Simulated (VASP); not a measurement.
# Mo (C2/m) in VASP: a series of runs, part 2 of 2

VASP 6.6.1. The steps go on from the part before.

## Step 3: Single point, PBE (engineering shear strain xz -0.1100, normal strain along z +0.1500)

INCAR reads:

```
SYSTEM = Mo
PREC = Accurate
ENCUT = 520
EDIFF = 1E-6
ISMEAR = 0
SIGMA = 0.15
LREAL = .FALSE.
LASPH = .TRUE.
NELM = 60
ALGO = Fast
ISIF = 2
LWAVE = .FALSE.
LCHARG = .FALSE.
GGA = PE
NBANDS = 13
```

KPOINTS reads:

```
regular mesh
0
G
  20 20 20
  0 0 0
```

POSCAR reads:

```
Mo
1.0
   -0.1100565412      2.0010280217      2.3011822250
    1.8909714805      0.0000000000      2.1911256838
    2.0010280217      2.0010280217     -0.1100565412
Mo
1
Direct
    0.0000000000      0.0000000000      0.0000000000
```

Potentials or basis: VASP PAW PBE potentials, release 64 (Mo_sv).

Run with:

```
cat potpaw_PBE.64/Mo_sv/POTCAR > POTCAR
mpirun -np 1 vasp_std > vasp.out
```

OUTCAR:

```text
SYSTEM = Mo
   PREC = Accurate
   ENCUT = 520
   EDIFF = 1E-6
   ISMEAR = 0
   LREAL = .FALSE.
   LASPH = .TRUE.
   NELM = 60
   ISIF = 2
   GGA = PE

 ion  position               nearest neighbor table
   1  0.000  0.000  0.000-

  LATTYP: Found a base centered monoclinic cell.
 ALAT       =     4.0081045824
 B/A-ratio  =     0.9984909229
 C/A-ratio  =     0.7221046729
 COS(beta)  =    -0.6107886159

  Lattice vectors:

 A1 = (  -2.0010280217,   2.0010280217,   0.1100565412)
 A2 = (  -2.0010280217,  -2.0010280217,   0.1100565412)
 A3 = (   1.8909714805,   0.0000000000,   2.1911256838)

Analysis of symmetry for initial positions (statically):
=====================================================================
 Subroutine PRICEL returns:
 Original cell was already a primitive cell.

 Routine SETGRP: Setting up the symmetry group for a
 base centered monoclinic supercell.

 Subroutine GETGRP returns: Found  4 space group operations
 (whereof  4 operations were pure point group operations)
 out of a pool of  4 trial point group operations.

The static configuration has the point symmetry C_2h.

Analysis of symmetry for dynamics (positions and initial velocities):
=====================================================================
 Subroutine PRICEL returns:
 Original cell was already a primitive cell.

 Routine SETGRP: Setting up the symmetry group for a
 base centered monoclinic supercell.

 Subroutine GETGRP returns: Found  4 space group operations
 (whereof  4 operations were pure point group operations)
 out of a pool of  4 trial point group operations.

The dynamic configuration has the point symmetry C_2h.

 Subroutine INISYM returns: Found  4 space group operations
 (whereof  4 operations are pure point group operations),
 and found     1 'primitive' translations

----------------------------------------------------------------------------------------

                                     Primitive cell

  volume of cell :      18.3799
[... 115 lines left out ...]
   IVDW    =     0    specifies the selected vdW correction
   LEPSILON=     F    determine dielectric tensor
   LRPA    =     F    only Hartree local field effects (RPA)
 non-spin polarized calculation
 RMM-DIIS sequential band-by-band and
 Gauss-broadening in eV      SIGMA  =   0.15
  energy-cutoff  :      520.00
  volume of cell :       18.38
 maximum number of plane-waves:       507
   NGX = 11   NGY = 11   NGZ = 11

 number of electron      14.0000000 magnetization

 Free energy of the ion-electron system (eV)
  ---------------------------------------------------
  ext. energy  EPLUGINS =         0.00000000
  ---------------------------------------------------
  free energy    TOTEN  =       -10.39043540 eV

  energy without entropy =      -10.37656464  energy(sigma->0) =      -10.38350002

 E-fermi :  10.0518     XC(G=0): -12.4806

 val. band max:       10.0518343337   @ k =   0.0500   0.1000  -0.0000
 cond. band min:      10.0522386396   @ k =   0.4500   0.1000   0.0500
 fundamental gap:      0.0004043060
 Fermi energy:        10.0518452193

 k-point     1 :       0.0000    0.0000    0.0000
  band No.  band energies     occupation
      1     -51.0811      2.00000
      2     -24.7504      2.00000
      3     -24.6108      2.00000
      4     -24.5324      2.00000
      5       3.5309      2.00000
      6       8.0802      2.00000
      7       9.4387      2.00000
      8      10.1129      0.56488
      9      10.5934      0.00000
     10      12.3683      0.00000
     11      23.0005      0.00000
     12      24.9658      0.00000
     13      28.7634      0.00000
[... 354 lines left out ...]
  band No.  band energies     occupation
      1     -50.9687      2.00000
      2     -25.4564      2.00000
      3     -24.7694      2.00000
      4     -24.5914      2.00000
      5       5.8991      2.00000
      6       8.6038      2.00000
      7       9.8644      1.92289
      8      10.0499      1.01435
      9      12.1318      0.00000
     10      13.4230      0.00000
     11      19.2379      0.00000
     12      23.0306      0.00000
     13      27.8541      0.00000

 [... further k-points ...]

------------------------ aborting loop because EDIFF is reached ----------------------------------------

  FORCE on cell =-STRESS in cart. coord.  units (eV):
  Direction    XX          YY          ZZ          XY          YZ          ZX
  --------------------------------------------------------------------------------------
  -------------------------------------------------------------------------------------
  Total       -3.1098958     -2.7562973     -2.2594080      0.0000000      0.0000000      0.0685442
  in kB     -271.0896622   -240.2664819   -196.9526344      0.0000000      0.0000000      5.9750009
  external PRESSURE =    -236.1029261 kB  Pullay stress =       0.0000000 kB

 VOLUME and BASIS-vectors are now :
 -----------------------------------------------------------------------------
  energy-cutoff  :      520.00
  volume of cell :       18.38
      direct lattice vectors                 reciprocal lattice vectors
    -0.110056541  2.001028022  2.301182225    -0.238548671  0.249871563  0.205870771
     1.890971480  0.000000000  2.191125684     0.262512464 -0.249871563  0.229834564
     2.001028022  2.001028022 -0.110056541     0.238548671  0.249871563 -0.205870771

 POSITION                                       TOTAL-FORCE (eV/Angst)
 -----------------------------------------------------------------------------------
      0.00000      0.00000      0.00000        -0.000000      0.000000      0.000000
 -----------------------------------------------------------------------------------
    total drift:                                0.000000      0.000000     -0.000000

  FREE ENERGIE OF THE ION-ELECTRON SYSTEM (eV)
  ---------------------------------------------------
  free  energy   TOTEN  =       -10.3904354005 eV

  energy  without entropy=      -10.3765646443  energy(sigma->0) =      -10.38350002
```

Run time: 4.1 min. Hardware: 1 thread of Intel Xeon 6975P-C, shared host; peak memory 0.55 GiB.

Results:

- Free energy: -10.3904 eV
- Pressure: -23.6 GPa
- Band gap on the k mesh: zero (band 7 reaches 12.72 eV, above the bottom of band 8 at 9.43 eV)

Levels at points of the mesh, in eV from the Fermi level:
| k point | band 4 | band 5 | band 6 | band 7 | band 8 | band 9 | band 10 | band 11 |
| --- | --- | --- | --- | --- | --- | --- | --- | --- |
| (0.00, 0.00, 0.00) | -34.58 | -6.52 | -1.97 | -0.61 | 0.06 | 0.54 | 2.32 | 12.95 |
| (0.50, 0.00, 0.00) | -34.64 | -4.24 | -1.48 | -0.07 | 0.56 | 2.22 | 3.26 | 8.60 |
| (0.00, 0.50, 0.00) | -34.71 | -4.25 | -2.03 | -0.04 | 1.45 | 2.77 | 3.58 | 9.67 |
| (0.50, 0.50, 0.00) | -34.83 | -4.35 | -3.69 | 1.61 | 2.93 | 3.24 | 3.52 | 9.91 |
| (0.50, 0.00, 0.50) | -34.87 | -4.40 | -3.74 | 2.67 | 2.76 | 3.93 | 4.27 | 9.07 |
| (0.00, 0.50, 0.50) | -34.99 | -4.38 | -3.73 | 1.97 | 3.38 | 4.02 | 4.20 | 9.99 |

Caveat: the cell differs from its parent crystal (engineering shear strain xz -0.1100, normal strain along z +0.1500).
